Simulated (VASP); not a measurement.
# InAs (F-43m) in VASP: single point with HSE06

Aim: the single point of InAs with HSE06.

Program: VASP 6.6.1. These are calculated values, not measurements. Logs are shortened: lines on timing, memory, paths and dates and some standing lists are left out, and cuts for length are marked.

## 1. The cell of the first run

The structure is cubic, space group F-43m (No. 216). Conventional cell: a = 6.087 Å, b = 6.087 Å, c = 6.087 Å, α = 90.00°, β = 90.00°, γ = 90.00°. Within 3.5 Å of In (site symmetry -43m) lie 4 As at 2.64 Å. Within 3.5 Å of As (site symmetry -43m) lie 4 In at 2.64 Å.

## 2. Single point, HSE06

Contents of POSCAR:

```
InAs
1.0
    0.0000000000      3.0436208903      3.0436208903
    3.0436208903      0.0000000000      3.0436208903
    3.0436208903      3.0436208903      0.0000000000
In As
1 1
Direct
    0.0000000000      0.0000000000      0.0000000000
    0.2500000000      0.2500000000      0.2500000000
```

Contents of INCAR.step1:

```
SYSTEM = InAs
  PREC = Accurate
  ENCUT = 520
  EDIFF = 1E-5
  ISMEAR = 0
  SIGMA = 0.1
  LREAL = .False.
  LASPH = .True.
  NELM = 100
  ALGO = Normal
  ISIF = 2
  LWAVE = .True.
  LCHARG = .False.
  NBANDS = 16
  GGA = PE
```

Contents of INCAR.step2:

```
SYSTEM = InAs
  PREC = Accurate
  ENCUT = 520
  EDIFF = 1E-6
  ISMEAR = 0
  SIGMA = 0.1
  LREAL = .False.
  LASPH = .True.
  NELM = 100
  ALGO = Normal
  ISIF = 2
  LWAVE = .False.
  LCHARG = .False.
  GGA = PE
  LHFCALC = .True.
  HFSCREEN = 0.2079
  PRECFOCK = Normal
  NBANDS = 16
  ISTART = 1
```

Contents of KPOINTS:

```
regular mesh
0
Gamma
  6 6 6
  0 0 0
```

Potentials or basis: VASP PAW PBE potentials, release 64 (In_d, As).

On the command line:

```bash
$ cat potpaw_PBE.64/In_d/POTCAR potpaw_PBE.64/As/POTCAR > POTCAR
$ cp INCAR.step1 INCAR
$ mpirun -np 1 vasp_std > vasp.out
$ cp INCAR.step2 INCAR
$ mpirun -np 1 vasp_std > vasp.out
```

OUTCAR:

```text
SYSTEM = InAs
   PREC = Accurate
   ENCUT = 520
   EDIFF = 1E-6
   ISMEAR = 0
   LREAL = .False.
   LASPH = .True.
   NELM = 100
   ISIF = 2
   GGA = PE
   LHFCALC = .True.
   HFSCREEN = 0.2079
   PRECFOCK = Normal
   ISTART = 1

 ion  position               nearest neighbor table
   1  0.000  0.000  0.000-   2 2.64   2 2.64   2 2.64   2 2.64
   2  0.250  0.250  0.250-   1 2.64   1 2.64   1 2.64   1 2.64

  LATTYP: Found a face centered cubic cell.
 ALAT       =     6.0872417806

  Lattice vectors:

 A1 = (   0.0000000000,   3.0436208903,   3.0436208903)
 A2 = (   3.0436208903,   0.0000000000,   3.0436208903)
 A3 = (   3.0436208903,   3.0436208903,   0.0000000000)

Analysis of symmetry for initial positions (statically):
=====================================================================
 Subroutine PRICEL returns:
 Original cell was already a primitive cell.

 Routine SETGRP: Setting up the symmetry group for a
 face centered cubic supercell.

 Subroutine GETGRP returns: Found 24 space group operations
 (whereof 24 operations were pure point group operations)
 out of a pool of 48 trial point group operations.

The static configuration has the point symmetry T_d .

Analysis of symmetry for dynamics (positions and initial velocities):
=====================================================================
 Subroutine PRICEL returns:
 Original cell was already a primitive cell.

 Routine SETGRP: Setting up the symmetry group for a
 face centered cubic supercell.

 Subroutine GETGRP returns: Found 24 space group operations
 (whereof 24 operations were pure point group operations)
 out of a pool of 48 trial point group operations.

The dynamic configuration has the point symmetry T_d .

 Subroutine INISYM returns: Found 24 space group operations
 (whereof 24 operations are pure point group operations),
 and found     1 'primitive' translations

----------------------------------------------------------------------------------------

                                     Primitive cell

  volume of cell :      56.3899

  direct lattice vectors                    reciprocal lattice vectors
     0.000000000  3.043620890  3.043620890    -0.164278016  0.164278016  0.164278016
     3.043620890  0.000000000  3.043620890     0.164278016 -0.164278016  0.164278016
     3.043620890  3.043620890  0.000000000     0.164278016  0.164278016 -0.164278016

  length of vectors
     4.304329942  4.304329942  4.304329942     0.284537870  0.284537870  0.284537870

  position of ions in fractional coordinates (direct lattice)
     0.000000000  0.000000000  0.000000000
     0.250000000  0.250000000  0.250000000

  ion indices of the primitive-cell ions
   primitive index   ion index
                 1           1
                 2           2

----------------------------------------------------------------------------------------

 KPOINTS: regular mesh

Automatic generation of k-mesh.
 Grid dimensions read from file:
 generate k-points for:    6    6    6

 Generating k-lattice:

  Cartesian coordinates                     Fractional coordinates (reciprocal lattice)
    -0.027379669  0.027379669  0.027379669     0.166666667  0.000000000  0.000000000
     0.027379669 -0.027379669  0.027379669     0.000000000  0.166666667  0.000000000
     0.027379669  0.027379669 -0.027379669     0.000000000  0.000000000  0.166666667

  Length of vectors
     0.047422978  0.047422978  0.047422978

  Shift w.r.t. Gamma in fractional coordinates (k-lattice)
     0.000000000  0.000000000  0.000000000

 Subroutine IBZKPT returns following result:
 ===========================================

 Found     16 irreducible k-points:

 Following reciprocal coordinates:
            Coordinates               Weight
  0.000000  0.000000  0.000000      1.000000
  0.166667  0.000000  0.000000      8.000000
  0.333333  0.000000  0.000000      8.000000
  0.500000  0.000000  0.000000      4.000000
  0.166667  0.166667  0.000000      6.000000
  0.333333  0.166667  0.000000     24.000000
[... 8 lines left out ...]
 -0.333333  0.333333  0.166667     24.000000
 -0.333333  0.500000  0.166667     12.000000
   k-points           NKPTS =     16   k-points in BZ     NKDIM =    216   number of bands    NBANDS=     16
   number of dos      NEDOS =    301   number of ions     NIONS =      2
   total plane-waves  NPLWV =  32768
   dimension x,y,z NGX =    32 NGY =   32 NGZ =   32
   dimension x,y,z NGXF=    64 NGYF=   64 NGZF=   64
   ions per type =               1   1
   NGX,Y,Z   is equivalent  to a cutoff of  12.36, 12.36, 12.36 a.u.
   NGXF,Y,Z  is equivalent  to a cutoff of  24.72, 24.72, 24.72 a.u.
 SYSTEM =  InAs
   PREC   = accura    normal or accurate (medium, high low for compatibility)
   ISTART =      1    job   : 0-new  1-cont  2-samecut
   ICHARG =      0    charge: 1-file 2-atom 10-const
   ISPIN  =      1    spin polarized calculation?
   LNONCOLLINEAR =      F non collinear calculations
   LSORBIT =      F    spin-orbit coupling
   LASPH  =      T    aspherical Exc in radial PAW
   ENCUT  =  520.0 eV  38.22 Ry    6.18 a.u.   8.00  8.00  8.00*2*pi/ulx,y,z
   NELM   =    100;   NELMIN=  2; NELMDL=  0     # of ELM steps
   EDIFF  = 0.1E-05   stopping-criterion for ELM
   LREAL  =      F    real-space projection
   EDIFFG = 0.1E-04   stopping-criterion for IOM
   NSW    =      0    number of steps for IOM
   IBRION =     -1    ionic relax: 0-MD 1-quasi-New 2-CG
   NFREE  =      0    steps in history (QN), initial steepest desc. (CG)
   ISIF   =      2    stress and relaxation
   ISYM   =      3    0-nonsym 1-usesym 2-fastsym
   POTIM  = 0.5000    time-step for ionic-motion
   TEBEG  =    0.0;   TEEND  =   0.0 temperature during run
   PSTRESS=    0.0 pullay stress
   NELECT =      18.0000    total number of electrons
   NUPDOWN=      -1.0000    fix difference up-down
   EMIN   =  10.00;   EMAX   =-10.00  energy-range for DOS
   EFERMI =   0.00;   METHOD = LEGACY
   ISMEAR =     0;   SIGMA  =   0.10  broadening in eV -4-tet -1-fermi 0-gaus
   EFERMI_NEDOS =   21; number of points for ismear=-14 and -15
   IALGO  =     38    algorithm
   IMIX   =      1    mixing-type and parameters
     AMIX     =   0.40;   BMIX     =  1.00
     AMIX_MAG =   1.60;   BMIX_MAG =  1.00
  volume/ion in A,a.u.               =      28.19       190.27
  Fermi-wavevector in a.u.,A,eV,Ry     =   1.118833  2.114287 17.031588  1.251786
  Thomas-Fermi vector in A             =   2.255467
   LORBIT       =      0    0 simple, 1 ext, 2 COOP (PROOUT), +10 PAW based schemes
   GGA     = PE    functional components
   LHFCALC =     T    Hartree Fock is set to
   PRECFOCK=normal    Normal, Fast or Accurate (Low or Medium for compatibility)
   ENCUT4O =  -1.0   cutoff for four orbital integrals eV
   NKREDX  =     1    reduce k-point grid by
   NKREDY  =     1    reduce k-point grid by
   NKREDZ  =     1    reduce k-point grid by
   AEXX    =    0.2500 exact exchange contribution
   HFSCREEN=    0.2079 screening length (either q_TF or 0.3 A-1)
   HFSCREENC=   0.2079 screening length for correlation (either q_TF or 0.3 A-1)
   ENCUTFOCK=  -1.0 apply spherical cutoff to Coloumb kernel
   IVDW    =     0    specifies the selected vdW correction
   LEPSILON=     F    determine dielectric tensor
   LRPA    =     F    only Hartree local field effects (RPA)
 non-spin polarized calculation
 Gauss-broadening in eV      SIGMA  =   0.10
  energy-cutoff  :      520.00
  volume of cell :       56.39
 maximum number of plane-waves:      1533
  NGX = 28; NGY = 28; NGZ = 28

 number of electron      17.9999992 magnetization

 Free energy of the ion-electron system (eV)
  ---------------------------------------------------
  ext. energy  EPLUGINS =         0.00000000
  ---------------------------------------------------
  free energy    TOTEN  =        -9.21568241 eV

  energy without entropy =       -9.21567152  energy(sigma->0) =       -9.21567697

 E-fermi :   4.1242     XC(G=0):  -7.5133

 val. band max:        3.9023626206   @ k =   0.0000   0.0000   0.0000
 cond. band min:       4.3221882953   @ k =   0.0000   0.0000   0.0000
 fundamental gap:      0.4198256747
 Fermi energy:         4.1242114493

 k-point     1 :       0.0000    0.0000    0.0000
  band No.  band energies     occupation
      1     -12.1941      2.00000
      2     -12.1941      2.00000
      3     -12.1941      2.00000
      4     -12.0689      2.00000
      5     -12.0689      2.00000
      6      -8.9967      2.00000
[... 8 lines left out ...]
     15      14.4491      0.00000
     16      14.4491      0.00000

 k-point     2 :       0.1667    0.0000    0.0000
  band No.  band energies     occupation
      1     -12.2217      2.00000
      2     -12.1849      2.00000
      3     -12.1849      2.00000
      4     -12.0689      2.00000
      5     -12.0689      2.00000
      6      -8.7005      2.00000
[... 8 lines left out ...]
     15      13.3268      0.00000
     16      13.3664      0.00000

 k-point     3 :       0.3333    0.0000    0.0000
  band No.  band energies     occupation
      1     -12.2734      2.00000
      2     -12.1696      2.00000
      3     -12.1696      2.00000
      4     -12.0658      2.00000
      5     -12.0658      2.00000
      6      -7.9602      2.00000
[... 8 lines left out ...]
     15      13.8509      0.00000
     16      13.8509      0.00000

 k-point     4 :       0.5000    0.0000    0.0000
  band No.  band energies     occupation
      1     -12.2978      2.00000
      2     -12.1638      2.00000
      3     -12.1638      2.00000
      4     -12.0622      2.00000
      5     -12.0622      2.00000
      6      -7.4502      2.00000
[... 8 lines left out ...]
     15      15.6411      0.00000
     16      15.6411      0.00000
[... 172 lines left out ...]
 k-point    14 :       0.5000    0.3333    0.1667
  band No.  band energies     occupation
      1     -12.3117      2.00000
      2     -12.1519      2.00000
      3     -12.1408      2.00000
      4     -12.0826      2.00000
      5     -12.0588      2.00000
      6      -7.3952      2.00000
[... 8 lines left out ...]
     15      15.4758      0.00000
     16      16.8880      0.00000

 k-point    15 :      -0.3333    0.3333    0.1667
  band No.  band energies     occupation
      1     -12.3227      2.00000
      2     -12.1511      2.00000
      3     -12.1330      2.00000
      4     -12.0791      2.00000
      5     -12.0622      2.00000
      6      -7.0036      2.00000
[... 8 lines left out ...]
     15      15.6948      0.00000
     16      16.6909      0.00000

 k-point    16 :      -0.3333    0.5000    0.1667
  band No.  band energies     occupation
      1     -12.3381      2.00000
      2     -12.1389      2.00000
      3     -12.1226      2.00000
      4     -12.0894      2.00000
      5     -12.0569      2.00000
      6      -6.8328      2.00000
[... 8 lines left out ...]
     15      16.5471      0.00000
     16      16.7058      0.00000

------------------------ aborting loop because EDIFF is reached ----------------------------------------

  FORCE on cell =-STRESS in cart. coord.  units (eV):
  Direction    XX          YY          ZZ          XY          YZ          ZX
  --------------------------------------------------------------------------------------
  -------------------------------------------------------------------------------------
  Total        0.1403216      0.1403216      0.1403216      0.0000000      0.0000000      0.0000000
  in kB        3.9868818      3.9868818      3.9868818      0.0000000      0.0000000      0.0000000
  external PRESSURE =       3.9868818 kB  Pullay stress =       0.0000000 kB

 VOLUME and BASIS-vectors are now :
 -----------------------------------------------------------------------------
  energy-cutoff  :      520.00
  volume of cell :       56.39
      direct lattice vectors                 reciprocal lattice vectors
     0.000000000  3.043620890  3.043620890    -0.164278016  0.164278016  0.164278016
     3.043620890  0.000000000  3.043620890     0.164278016 -0.164278016  0.164278016
     3.043620890  3.043620890  0.000000000     0.164278016  0.164278016 -0.164278016

 POSITION                                       TOTAL-FORCE (eV/Angst)
 -----------------------------------------------------------------------------------
      0.00000      0.00000      0.00000         0.000000      0.000000      0.000000
      1.52181      1.52181      1.52181        -0.000000     -0.000000     -0.000000
 -----------------------------------------------------------------------------------
    total drift:                                0.000024      0.000024      0.000020

  FREE ENERGIE OF THE ION-ELECTRON SYSTEM (eV)
  ---------------------------------------------------
  free  energy   TOTEN  =        -9.2156824146 eV

  energy  without entropy=       -9.2156715196  energy(sigma->0) =       -9.21567697
```

Wall time 88 min (1 thread of AMD EPYC 7R43 (Zen 3), shared host); peak memory 0.28 GiB.

What came out:

| Item | Value |
| --- | --- |
| Free energy | -9.2157 eV |
| Pressure | 0.4 GPa |
| Band gap on the k mesh | 0.42 eV |

Caveat: the PAW data sets were made with another functional, which shifts forces and pressure a little; spin-orbit coupling is left out, which moves the levels of the heavy elements.
